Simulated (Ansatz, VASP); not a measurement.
# C in VASP and in Ansatz

Contents of INCAR:

```
PREC = Accurate
ENCUT = 520
EDIFF = 1E-6
ISMEAR = 0
SIGMA = 0.1
LREAL = F
LASPH = T
NELM = 80
ALGO = Normal
ISIF = 2
LWAVE = F
LCHARG = T
LDIPOL = T
IDIPOL = 3
DIPOL = 0.5 0.5 0.500
GGA = PE
IVDW = 12
LELF = T
LVHAR = T
LVACPOTAV = T
NBANDS = 11
```

KPOINTS

```
Automatic mesh
0
Gamma
  21 21 1
```

The input POSCAR:

```
C
1.0
    2.6140000000      0.0000000000      0.0000000000
   -1.3070000000      2.2637904055      0.0000000000
    0.0000000000      0.0000000000     26.0024170307
C
2
Direct
    0.6666666667      0.3333333333      0.5137294929
    0.3333333333      0.6666666667      0.4862705071
```

Input for Ansatz:

```yaml
crystal:
  lattice:
    - [2.614, 0.0, 0.0]
    - [-1.307, 2.2637904055, 0.0]
    - [0.0, 0.0, 26.0024170307]
  atoms:
    - { symbol: C, position: [0.6666666667, 0.3333333333, 0.5137294929] }
    - { symbol: C, position: [0.3333333333, 0.6666666667, 0.4862705071] }
  periodic: [true, true, false]
basis:
  ecutwfc: 420
kpoints:
  mp_grid: { grid: [21, 21, 1] }
hamiltonian:
  xc: pbe
  pseudopotentials: { kind: paw, azcp: { folder: soft_1 } }
  dispersion: d3bj
scf:
  occupations: { method: gaussian, width: 0.1 }
output:
  forces: true
  stress: true
  eigenvalues: true
```

Alike in both runs: task single point; functional PBE; dispersion D3(BJ); k mesh 21 × 21 × 1; occupations gaussian, width 0.1 eV; no spin polarisation.

|  | VASP | Ansatz |
| --- | --- | --- |
| version | VASP 6.6.1 | Ansatz 0.2.0 |
| potentials or method | VASP PAW PBE potentials, release 64 (C), cutoff 520 eV | scalar-relativistic, plane waves, PAW |
| valence electrons in the cell | 8 | 8 |

Ansatz gave:

- gap on the k mesh at the Fermi level (eV): none
- rms of the force components (eV/Å): 5.929
- work function, face that differs most (eV): 5.13

Q: Estimate VASP's values.

A: gap on the k mesh at the Fermi level (eV): none; rms of the force components (eV/Å): 5.923; work function, face that differs most (eV): 5.13.

Atom by atom the forces differ by 0.006 eV/Å (rms over components). A gap of «none» marks a metal or a gap that the smearing closes.
